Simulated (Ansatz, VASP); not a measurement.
## Two plane-wave programs on MoH3

```
H Mo
1.0
     3.31889    0.00000    0.00000
    -1.65944    2.87424    0.00000
     0.00000    0.00000    5.17196
H Mo
6 2
Direct
  0.00000 0.00000 0.25000
  0.00000 0.00000 0.75000
  0.33333 0.66667 0.61404
  0.66667 0.33333 0.11404
  0.66667 0.33333 0.38596
  0.33333 0.66667 0.88596
  0.33333 0.66667 0.25000
  0.66667 0.33333 0.75000
```

Change from the starting cell: species swapped into the Rb3Sb type (P6_3/mmc, No. 194).

Alike in both runs: functional PBE; k mesh 3 × 3 × 2; occupations gaussian, width 0.15 eV; no spin polarisation.

Ansatz relaxed the structure, and its values are those at the end. VASP's run is a single point on that final structure, the one shown.

|  | VASP | Ansatz |
| --- | --- | --- |
| version | VASP 6.6.1 | Ansatz 0.2.0 |
| potentials or method | VASP PAW PBE potentials, release 64 (H, Mo_sv), cutoff 500 eV | scalar-relativistic, plane waves, PAW |
| valence electrons in the cell | 34 | 34 |

```csv
,VASP,Ansatz,Ansatz less VASP
gap on the k mesh at the Fermi level (eV),none,none,-
pressure (GPa),-0.3,-0.3,-0.01
rms of the force components (eV/Å),0.014,0.013,-0.0014
```

A gap of «none» marks a metal or a gap that the smearing closes. The functional is the same, so the differences come from potentials, cutoffs and numerics.

The k mesh is coarse, so the values compare programs but aren't converged.
